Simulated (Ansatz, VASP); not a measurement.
**One calculation of C, two programs**

```
C
1.0
     1.23253    0.71160    3.34938
    -1.23253    0.71160    3.34938
     0.00000   -1.42320    3.34938
C
2
Direct
  0.16658 0.16658 0.16658
  0.83342 0.83342 0.83342
```

Alike in both runs: functional PBE; dispersion D3(BJ); k mesh 12 × 12 × 12; no spin polarisation.

Ansatz relaxed the structure, and its values are those at the end. VASP's run is a single point on that final structure, the one shown.

|  | VASP | Ansatz |
| --- | --- | --- |
| version | VASP 6.6.1 | Ansatz 0.2.0 |
| potentials or method | VASP PAW PBE potentials, release 64 (C), cutoff 520 eV | scalar-relativistic, plane waves, PAW |
| occupations | gaussian, width 0.01 eV | fixed |
| valence electrons in the cell | 8 | 8 |

Ansatz gave:

```
gap on the k mesh at the Fermi level (eV) : 0.66
least direct gap on the mesh (eV)         : 0.66
pressure (GPa)                            : 0.0
```

Q: What did VASP give for the same quantities?

A: gap on the k mesh at the Fermi level (eV): 0.66; least direct gap on the mesh (eV): 0.66; pressure (GPa): 0.4.
